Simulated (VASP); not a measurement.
Write the native input for VASP 6.6.1 that does the following.

```
Task                   : single point
Functional             : PBE
Potentials or basis    : VASP PAW PBE potentials, release 64 (B, P)
Cutoff                 : 520 eV
k mesh                 : 12 × 12 × 20
Occupations            : gaussian, width 0.1 eV
Spin                   : no spin polarisation
Dipole correction      : no
Further INCAR settings : ALGO = Normal; EDIFF = 1e-06; NBANDS = 14
```

The structure of BP2 lies in POSCAR:

```
BP2
1.0
    4.1781979830      0.0000000000      0.0000000000
   -2.0890989915      3.6184255953      0.0000000000
    0.0000000000      0.0000000000      2.3528498523
B P
1 2
Direct
    0.0000000000      0.0000000000      0.0000000000
    0.3333333333      0.6666666667      0.5000000000
    0.6666666667      0.3333333333      0.5000000000
```

The input as run:

INCAR

```
ALGO = Normal ; EDIFF = 1E-6
ENCUT = 520 ; GGA = PE
ISIF = 2 ; ISMEAR = 0
LASPH = T ; LCHARG = F
LREAL = F ; LWAVE = F
NBANDS = 14 ; NELM = 60
PREC = Accurate ; SIGMA = 0.1
```

KPOINTS

```
k-points
0
Gamma
  12 12 20
```

Potentials or basis: VASP PAW PBE potentials, release 64 (B, P).

The run is started by

```console
$ cat potpaw_PBE.64/B/POTCAR potpaw_PBE.64/P/POTCAR > POTCAR
$ mpirun -np 1 vasp_std > vasp.out
```

It gave:

```yaml
Pressure: -0.3 GPa
Band_gap_on_the_k_mesh: zero (an odd number of electrons rules out a gap without spin polarisation)
```

Wall time 30 s on 1 thread of Intel(R) Xeon(R) Platinum 8559C (Emerald Rapids), with other jobs on the host, peak memory 0.21 GiB.
